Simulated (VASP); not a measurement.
# AlRu (P4/mmm) in VASP: notebook

Runs on AlRu. Level: PBE. Tasks: single point.

Everything below comes from runs of VASP 6.6.1. Logs are shortened: lines on timing, memory, paths and dates and some standing lists are left out, and cuts for length are marked.

## (1) The cell of the first run

Symmetry: P4/mmm, No. 123, tetragonal system. Conventional cell: a = 3.004 Å, b = 3.004 Å, c = 3.139 Å, α = 90.00°, β = 90.00°, γ = 90.00°. Al (site symmetry 4/mmm) has 8 Ru at 2.64 Å and 6 Al at 3.00 to 3.14 Å within 3.5 Å. Within 3.5 Å of Ru (site symmetry 4/mmm) lie 8 Al at 2.64 Å and 6 Ru at 3.00 to 3.14 Å.

## (2) Single point, PBE (strain +0.0450 x Voigt [0, 1, 0, 0, 0, 0])

INCAR reads:

```
SYSTEM = AlRu
ALGO     = Fast           ! electronic algorithm
EDIFF    = 1E-6           ! SCF threshold, eV
ENCUT    = 520            ! plane-wave cutoff, eV
GGA      = PE             ! functional
ISIF     = 2              ! what is computed and relaxed
ISMEAR   = 0              ! smearing method
LASPH    = .True.         ! aspherical terms in the spheres
LCHARG   = .False.        ! write CHGCAR
LREAL    = .False.        ! projectors in reciprocal space
LWAVE    = .False.        ! write WAVECAR
NBANDS   = 16             ! bands
NELM     = 60             ! most SCF steps
PREC     = Accurate       ! precision mode
SIGMA    = 0.15           ! smearing width, eV
```

KPOINTS reads:

```
k-points
0
Gamma
  20 20 20
  0 0 0
```

POSCAR reads:

```
AlRu
1.0
    3.0040847246      0.0000000000      0.0000000000
    0.0000000000      3.1392685372      0.0000000000
    0.0000000000      0.0000000000      3.0040847246
Al Ru
1 1
Direct
    0.0000000000      0.0000000000      0.0000000000
    0.5000000000      0.5000000000      0.5000000000
```

Potentials or basis: VASP PAW PBE potentials, release 64 (Al, Ru_pv).

Started as:

```console
cat potpaw_PBE.64/Al/POTCAR potpaw_PBE.64/Ru_pv/POTCAR > POTCAR
mpirun -np 1 vasp_std > vasp.out
```

OUTCAR:

```text
SYSTEM = AlRu
   EDIFF = 1E-6
   ENCUT = 520
   GGA = PE
   ISIF = 2
   ISMEAR = 0
   LASPH = .True.
   LREAL = .False.
   NELM = 60
   PREC = Accurate

 ion  position               nearest neighbor table
   1  0.000  0.000  0.000-   2 2.64   2 2.64   2 2.64   2 2.64   2 2.64   2 2.64   2 2.64   2 2.64

   2  0.500  0.500  0.500-   1 2.64   1 2.64   1 2.64   1 2.64   1 2.64   1 2.64   1 2.64   1 2.64

  LATTYP: Found a simple tetragonal cell.
 ALAT       =     3.0040847246
 C/A-ratio  =     1.0450000000

  Lattice vectors:

 A1 = (  -3.0040847246,   0.0000000000,   0.0000000000)
 A2 = (   0.0000000000,   0.0000000000,   3.0040847246)
 A3 = (   0.0000000000,   3.1392685372,   0.0000000000)

Analysis of symmetry for initial positions (statically):
=====================================================================
 Subroutine PRICEL returns:
 Original cell was already a primitive cell.

 Routine SETGRP: Setting up the symmetry group for a
 simple tetragonal supercell.

 Subroutine GETGRP returns: Found 16 space group operations
 (whereof 16 operations were pure point group operations)
 out of a pool of 16 trial point group operations.

The static configuration has the point symmetry D_4h.

Analysis of symmetry for dynamics (positions and initial velocities):
=====================================================================
 Subroutine PRICEL returns:
 Original cell was already a primitive cell.

 Routine SETGRP: Setting up the symmetry group for a
 simple tetragonal supercell.

 Subroutine GETGRP returns: Found 16 space group operations
 (whereof 16 operations were pure point group operations)
 out of a pool of 16 trial point group operations.

The dynamic configuration has the point symmetry D_4h.

 Subroutine INISYM returns: Found 16 space group operations
 (whereof 16 operations are pure point group operations),
 and found     1 'primitive' translations

----------------------------------------------------------------------------------------

                                     Primitive cell

  volume of cell :      28.3304

  direct lattice vectors                    reciprocal lattice vectors
     3.004084725  0.000000000  0.000000000     0.332880092  0.000000000  0.000000000
     0.000000000  3.139268537  0.000000000     0.000000000  0.318545543  0.000000000
     0.000000000  0.000000000  3.004084725     0.000000000  0.000000000  0.332880092

  length of vectors
     3.004084725  3.139268537  3.004084725     0.332880092  0.318545543  0.332880092

  position of ions in fractional coordinates (direct lattice)
     0.000000000  0.000000000  0.000000000
     0.500000000  0.500000000  0.500000000

  ion indices of the primitive-cell ions
   primitive index   ion index
                 1           1
                 2           2

----------------------------------------------------------------------------------------

 KPOINTS: k-points

Automatic generation of k-mesh.
 Grid dimensions read from file:
 generate k-points for:   20   20   20

 Generating k-lattice:

  Cartesian coordinates                     Fractional coordinates (reciprocal lattice)
     0.016644005  0.000000000  0.000000000     0.050000000  0.000000000  0.000000000
     0.000000000  0.015927277  0.000000000     0.000000000  0.050000000  0.000000000
     0.000000000  0.000000000  0.016644005     0.000000000  0.000000000  0.050000000

  Length of vectors
     0.016644005  0.015927277  0.016644005

  Shift w.r.t. Gamma in fractional coordinates (k-lattice)
     0.000000000  0.000000000  0.000000000

 Subroutine IBZKPT returns following result:
 ===========================================

 Found    726 irreducible k-points:

 Following reciprocal coordinates:
            Coordinates               Weight
  0.000000  0.000000  0.000000      1.000000
  0.050000  0.000000  0.000000      4.000000
  0.100000  0.000000  0.000000      4.000000
  0.150000  0.000000  0.000000      4.000000
  0.200000  0.000000  0.000000      4.000000
  0.250000  0.000000  0.000000      4.000000
[... 16 lines left out ...]
  0.000000  0.100000  0.000000      2.000000
  0.050000  0.100000  0.000000      8.000000
 [... further k-points ...]
   k-points           NKPTS =    726   k-points in BZ     NKDIM =    726   number of bands    NBANDS=     16
   number of dos      NEDOS =    301   number of ions     NIONS =      2
   total plane-waves  NPLWV =  13824
   dimension x,y,z NGX =    24 NGY =   24 NGZ =   24
   dimension x,y,z NGXF=    48 NGYF=   48 NGZF=   48
   ions per type =               1   1
   NGX,Y,Z   is equivalent  to a cutoff of  13.28, 12.71, 13.28 a.u.
   NGXF,Y,Z  is equivalent  to a cutoff of  26.56, 25.42, 26.56 a.u.
 SYSTEM =  AlRu
   PREC   = accura    normal or accurate (medium, high low for compatibility)
   ISTART =      0    job   : 0-new  1-cont  2-samecut
   ICHARG =      2    charge: 1-file 2-atom 10-const
   ISPIN  =      1    spin polarized calculation?
   LNONCOLLINEAR =      F non collinear calculations
   LSORBIT =      F    spin-orbit coupling
   LASPH  =      T    aspherical Exc in radial PAW
   ENCUT  =  520.0 eV  38.22 Ry    6.18 a.u.   5.59  5.84  5.59*2*pi/ulx,y,z
   NELM   =     60;   NELMIN=  2; NELMDL= -5     # of ELM steps
   EDIFF  = 0.1E-05   stopping-criterion for ELM
   LREAL  =      F    real-space projection
   EDIFFG = 0.1E-04   stopping-criterion for IOM
   NSW    =      0    number of steps for IOM
   IBRION =     -1    ionic relax: 0-MD 1-quasi-New 2-CG
   NFREE  =      0    steps in history (QN), initial steepest desc. (CG)
   ISIF   =      2    stress and relaxation
   ISYM   =      2    0-nonsym 1-usesym 2-fastsym
   POTIM  = 0.5000    time-step for ionic-motion
   TEBEG  =    0.0;   TEEND  =   0.0 temperature during run
   PSTRESS=    0.0 pullay stress
   NELECT =      17.0000    total number of electrons
   NUPDOWN=      -1.0000    fix difference up-down
   EMIN   =  10.00;   EMAX   =-10.00  energy-range for DOS
   EFERMI =   0.00;   METHOD = LEGACY
   ISMEAR =     0;   SIGMA  =   0.15  broadening in eV -4-tet -1-fermi 0-gaus
   EFERMI_NEDOS =   21; number of points for ismear=-14 and -15
   IALGO  =     68    algorithm
   IMIX   =      4    mixing-type and parameters
     AMIX     =   0.40;   BMIX     =  1.00
     AMIX_MAG =   1.60;   BMIX_MAG =  1.00
  volume/ion in A,a.u.               =      14.17        95.59
  Fermi-wavevector in a.u.,A,eV,Ry     =   1.380830  2.609390 25.942111  1.906691
  Thomas-Fermi vector in A             =   2.505671
   LORBIT       =      0    0 simple, 1 ext, 2 COOP (PROOUT), +10 PAW based schemes
   GGA     = PE    functional components
   LHFCALC =     F    Hartree Fock is set to
   AEXX    =    0.0000 exact exchange contribution
   IVDW    =     0    specifies the selected vdW correction
   LEPSILON=     F    determine dielectric tensor
   LRPA    =     F    only Hartree local field effects (RPA)
 non-spin polarized calculation
 RMM-DIIS sequential band-by-band and
 Gauss-broadening in eV      SIGMA  =   0.15
  energy-cutoff  :      520.00
  volume of cell :       28.33
 maximum number of plane-waves:       780
 NGX is ok and might be reduce to    24
   NGX = 11   NGY = 11   NGZ = 11

 number of electron      16.9999997 magnetization

 Free energy of the ion-electron system (eV)
  ---------------------------------------------------
  ext. energy  EPLUGINS =         0.00000000
  ---------------------------------------------------
  free energy    TOTEN  =       -14.21890322 eV

  energy without entropy =      -14.19887818  energy(sigma->0) =      -14.20889070

 E-fermi :   9.9491     XC(G=0): -12.2793

 val. band max:        9.9454083960   @ k =   0.1500   0.3000   0.0500
 cond. band min:       9.9496554772   @ k =   0.4000   0.5000   0.1500
 fundamental gap:      0.0042470812
 Fermi energy:         9.9490812139

 k-point     1 :       0.0000    0.0000    0.0000
  band No.  band energies     occupation
      1     -31.8399      2.00000
      2     -31.7957      2.00000
      3     -31.7957      2.00000
      4       0.5899      2.00000
      5       6.6527      2.00000
      6       6.6759      2.00000
[... 8 lines left out ...]
     15      22.0747      0.00000
     16      24.0827      0.00000

 k-point     2 :       0.0500    0.0000    0.0000
  band No.  band energies     occupation
      1     -31.8395      2.00000
      2     -31.8005      2.00000
      3     -31.7953      2.00000
      4       0.6369      2.00000
      5       6.6712      2.00000
      6       6.6932      2.00000
[... 8 lines left out ...]
     15      22.0749      0.00000
     16      24.2584      0.00000

 k-point     3 :       0.1000    0.0000    0.0000
  band No.  band energies     occupation
      1     -31.8382      2.00000
      2     -31.8145      2.00000
      3     -31.7941      2.00000
      4       0.7770      2.00000
      5       6.7235      2.00000
      6       6.7405      2.00000
[... 8 lines left out ...]
     15      22.0756      0.00000
     16      24.8052      0.00000

 k-point     4 :       0.1500    0.0000    0.0000
  band No.  band energies     occupation
      1     -31.8363      2.00000
      2     -31.8362      2.00000
      3     -31.7923      2.00000
      4       1.0072      2.00000
      5       6.7988      2.00000
      6       6.8043      2.00000
[... 8 lines left out ...]
     15      22.0767      0.00000
     16      25.7212      0.00000
[... 324 lines left out ...]
 k-point    22 :       0.5000    0.0500    0.0000
  band No.  band energies     occupation
      1     -31.9896      2.00000
      2     -31.8254      2.00000
      3     -31.7789      2.00000
      4       4.4568      2.00000
      5       4.6985      2.00000
      6       7.4695      2.00000
[... 8 lines left out ...]
     15      22.2602      0.00000
     16      23.1773      0.00000

 k-point    23 :       0.0000    0.1000    0.0000
  band No.  band energies     occupation
      1     -31.8520      2.00000
      2     -31.7948      2.00000
      3     -31.7948      2.00000
      4       0.7630      2.00000
      5       6.6752      2.00000
      6       6.7293      2.00000
[... 8 lines left out ...]
     15      22.0749      0.00000
     16      24.4936      0.00000

 k-point    24 :       0.0500    0.1000    0.0000
  band No.  band energies     occupation
      1     -31.8515      2.00000
      2     -31.7996      2.00000
      3     -31.7944      2.00000
      4       0.8093      2.00000
      5       6.6953      2.00000
      6       6.7467      2.00000
[... 8 lines left out ...]
     15      22.0751      0.00000
     16      24.6527      0.00000

 [... further k-points ...]

------------------------ aborting loop because EDIFF is reached ----------------------------------------

  FORCE on cell =-STRESS in cart. coord.  units (eV):
  Direction    XX          YY          ZZ          XY          YZ          ZX
  --------------------------------------------------------------------------------------
  -------------------------------------------------------------------------------------
  Total       -1.0481650     -2.1622220     -1.0481650     -0.0000000      0.0000000      0.0000000
  in kB      -59.2771634   -122.2807349    -59.2771634     -0.0000000      0.0000000      0.0000000
  external PRESSURE =     -80.2783539 kB  Pullay stress =       0.0000000 kB

 VOLUME and BASIS-vectors are now :
 -----------------------------------------------------------------------------
  energy-cutoff  :      520.00
  volume of cell :       28.33
      direct lattice vectors                 reciprocal lattice vectors
     3.004084725  0.000000000  0.000000000     0.332880092  0.000000000  0.000000000
     0.000000000  3.139268537  0.000000000     0.000000000  0.318545543  0.000000000
     0.000000000  0.000000000  3.004084725     0.000000000  0.000000000  0.332880092

 POSITION                                       TOTAL-FORCE (eV/Angst)
 -----------------------------------------------------------------------------------
      0.00000      0.00000      0.00000         0.000000      0.000000      0.000000
      1.50204      1.56963      1.50204         0.000000      0.000000      0.000000
 -----------------------------------------------------------------------------------
    total drift:                                0.000000     -0.000000     -0.000000

  FREE ENERGIE OF THE ION-ELECTRON SYSTEM (eV)
  ---------------------------------------------------
  free  energy   TOTEN  =       -14.2189032161 eV

  energy  without entropy=      -14.1988781827  energy(sigma->0) =      -14.20889070
```

Run time: 65 s. Hardware: 1 thread of Intel Xeon 6975P-C (Granite Rapids), shared host; peak memory 0.4 GiB.

Results:

| Item | Value |
| --- | --- |
| Free energy | -14.2189 eV |
| Pressure | -8.0 GPa |
| Band gap on the k mesh | zero (an odd number of electrons rules out a gap without spin polarisation) |

Caveat: the cell differs from its parent crystal (strain +0.0450 x Voigt [0, 1, 0, 0, 0, 0]); the stress differs along the axes, from -12 to -6 GPa.

## (3) Single point, PBE (strain +0.0525 x Voigt [0, 1, 0, 0, 0, 0])

INCAR reads:

```
SYSTEM = AlRu
  PREC = Accurate
  ENCUT = 520
  EDIFF = 1E-6
  ISMEAR = 0
  SIGMA = 0.15
  LREAL = .FALSE.
  LASPH = .TRUE.
  NELM = 100
  ALGO = Fast
  ISIF = 2
  LWAVE = .FALSE.
  LCHARG = .FALSE.
  GGA = PE
  NBANDS = 16
```

KPOINTS reads:

```
regular mesh
0
G
  20 20 20
  0 0 0
```

POSCAR, as its differences from that of step 2:

```diff
@@ -3,3 +3,3 @@
     3.0040847246      0.0000000000      0.0000000000
-    0.0000000000      3.1392685372      0.0000000000
+    0.0000000000      3.1617991726      0.0000000000
     0.0000000000      0.0000000000      3.0040847246
```

Potentials or basis: VASP PAW PBE potentials, release 64 (Al, Ru_pv).

Started as:

```console
cat potpaw_PBE.64/Al/POTCAR potpaw_PBE.64/Ru_pv/POTCAR > POTCAR
mpirun -np 1 vasp_std > vasp.out
```

Wall time 68 s (1 thread of Intel Xeon 6975P-C (Granite Rapids), shared host); peak memory 0.4 GiB.

Results (log left out):

| Item | Value |
| --- | --- |
| Free energy | -14.2024 eV |
| Pressure | -9.1 GPa |
| Band gap on the k mesh | zero (an odd number of electrons rules out a gap without spin polarisation) |

Stress tensor (GPa, compression positive):
```
 -6.76   0.00   0.00
  0.00 -13.91   0.00
  0.00   0.00  -6.76
```

Levels at points of the mesh, in eV from the Fermi level:
| k point | band 5 | band 6 | band 7 | band 8 | band 9 | band 10 | band 11 | band 12 | band 13 | band 14 |
| --- | --- | --- | --- | --- | --- | --- | --- | --- | --- | --- |
| (0.00, 0.00, 0.00) | -3.27 | -3.24 | 0.06 | 0.06 | 0.34 | 4.80 | 6.27 | 6.27 | 10.50 | 10.53 |
| (0.50, 0.00, 0.00) | -5.21 | -2.47 | -1.85 | -1.31 | 0.32 | 2.32 | 7.40 | 9.85 | 11.14 | 11.49 |
| (0.00, 0.50, 0.00) | -5.61 | -2.64 | -1.29 | -1.29 | 0.51 | 1.52 | 7.51 | 11.11 | 11.11 | 12.02 |
| (0.50, 0.50, 0.00) | -2.88 | -1.58 | -1.25 | -0.99 | -0.85 | 1.23 | 4.74 | 5.47 | 10.47 | 14.27 |
| (0.50, 0.00, 0.50) | -2.70 | -1.34 | -1.34 | -1.15 | -1.15 | 1.58 | 5.33 | 5.76 | 9.38 | 13.56 |
| (0.50, 0.50, 0.50) | -4.27 | -4.27 | 1.28 | 1.63 | 2.19 | 3.81 | 4.08 | 4.08 | 7.69 | 7.69 |

Caveat: the cell differs from its parent crystal (strain +0.0525 x Voigt [0, 1, 0, 0, 0, 0]); the stress differs along the axes, from -14 to -7 GPa.

## (4) Single point, PBE (strain +0.0600 x Voigt [0, 1, 0, 0, 0, 0])

INCAR reads:

```
  ALGO = Fast
  EDIFF = 1E-6
  ENCUT = 520
  GGA = PE
  ISIF = 2
  ISMEAR = 0
  LASPH = T
  LCHARG = T
  LELF = T
  LREAL = F
  LVHAR = T
  LWAVE = F
  NBANDS = 16
  NELM = 80
  PREC = Accurate
  SIGMA = 0.15
```

KPOINTS reads:

```
k-points
0
Gamma
  20 20 20
```

POSCAR, as its differences from that of step 3:

```diff
@@ -3,3 +3,3 @@
     3.0040847246      0.0000000000      0.0000000000
-    0.0000000000      3.1617991726      0.0000000000
+    0.0000000000      3.1843298081      0.0000000000
     0.0000000000      0.0000000000      3.0040847246
```

Started as:

```console
cat potpaw_PBE.64/Al/POTCAR potpaw_PBE.64/Ru_pv/POTCAR > POTCAR
mpirun -np 1 vasp_std > vasp.out
```

Run time: 70 s. Hardware: 1 thread of Intel Xeon 6975P-C (Granite Rapids), shared host; peak memory 0.41 GiB.

Results (log left out):

| Item | Value |
| --- | --- |
| Free energy | -14.1839 eV |
| Pressure | -10.2 GPa |
| Band gap on the k mesh | zero (an odd number of electrons rules out a gap without spin polarisation) |

Stress tensor (GPa, compression positive):
```
 -7.56   0.00   0.00
  0.00 -15.50   0.00
  0.00   0.00  -7.56
```

Levels at points of the mesh, in eV from the Fermi level:
| k point | band 5 | band 6 | band 7 | band 8 | band 9 | band 10 | band 11 | band 12 | band 13 | band 14 |
| --- | --- | --- | --- | --- | --- | --- | --- | --- | --- | --- |
| (0.00, 0.00, 0.00) | -3.24 | -3.21 | 0.05 | 0.05 | 0.36 | 4.64 | 6.30 | 6.30 | 10.44 | 10.45 |
| (0.50, 0.00, 0.00) | -5.17 | -2.44 | -1.89 | -1.28 | 0.31 | 2.33 | 7.38 | 9.70 | 11.16 | 11.34 |
| (0.00, 0.50, 0.00) | -5.59 | -2.63 | -1.25 | -1.25 | 0.52 | 1.42 | 7.51 | 11.13 | 11.13 | 11.94 |
| (0.50, 0.50, 0.00) | -2.87 | -1.61 | -1.23 | -0.97 | -0.81 | 1.19 | 4.68 | 5.38 | 10.46 | 14.25 |
| (0.50, 0.00, 0.50) | -2.66 | -1.36 | -1.36 | -1.12 | -1.12 | 1.58 | 5.33 | 5.70 | 9.24 | 13.45 |
| (0.50, 0.50, 0.50) | -4.23 | -4.23 | 1.23 | 1.64 | 2.14 | 3.77 | 4.08 | 4.08 | 7.59 | 7.59 |

Caveat: the cell differs from its parent crystal (strain +0.0600 x Voigt [0, 1, 0, 0, 0, 0]); the stress differs along the axes, from -16 to -8 GPa.

## (5) Summary

```csv
cell,gap on the mesh (eV),pressure (GPa)
"a = 3.004, b = 3.139 Å, 2 atoms",none,-8.0
"a = 3.004, b = 3.162 Å, 2 atoms",none,-9.1
"a = 3.004, b = 3.184 Å, 2 atoms",none,-10.2
```

Alike in all rows: task single point; level PBE; potentials or basis VASP PAW PBE potentials, release 64 (Al, Ru_pv); no spin polarisation; k mesh 20 × 20 × 20; cutoff (eV) 520; smearing gaussian 0.15 eV.

Caveats: the stress differs along the axes, from -12 to -6 GPa (at least some runs); the stress differs along the axes, from -14 to -7 GPa (at least some runs); the stress differs along the axes, from -16 to -8 GPa (at least some runs).

Absolute energies hang on the potentials; compare differences alone.
